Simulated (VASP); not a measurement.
Here is a VASP 6.6.1 calculation.

File INCAR:

```
SYSTEM = W
  ALGO = Fast
  EDIFF = 1E-7
  ENCUT = 520
  GGA = PS
  ISIF = 2
  ISMEAR = 0
  LASPH = .True.
  LCHARG = .False.
  LREAL = .False.
  LWAVE = .False.
  NBANDS = 21
  NELM = 80
  PREC = Accurate
  SIGMA = 0.15
```

Contents of KPOINTS:

```
k-points
0
Gamma
  16 16 12
  0 0 0
```

File POSCAR:

```
W
1.0
    0.0000000000     -2.0300000000     -2.0300000000
    0.0000000000      2.0300000000     -2.0300000000
    4.0600000000      0.0000000000      0.0000000000
W
2
Direct
    0.5000000000      0.5000000000      0.5000000000
    0.0000000000      0.0000000000      0.0000000000
```

Potentials or basis: VASP PAW PBE potentials, release 64 (W_sv).

Command:

```sh
$ cat potpaw_PBE.64/W_sv/POTCAR > POTCAR
$ mpirun -np 1 vasp_std > vasp.out
```

Predict the band gap on the k mesh.

zero (band 14 reaches 13.02 eV, above the bottom of band 15 at 9.70 eV).

Predict the pressure.

-12.1 GPa.

Caveat: the PAW data sets were made with another functional, which shifts forces and pressure a little; spin-orbit coupling is left out, which moves the levels of the heavy elements.
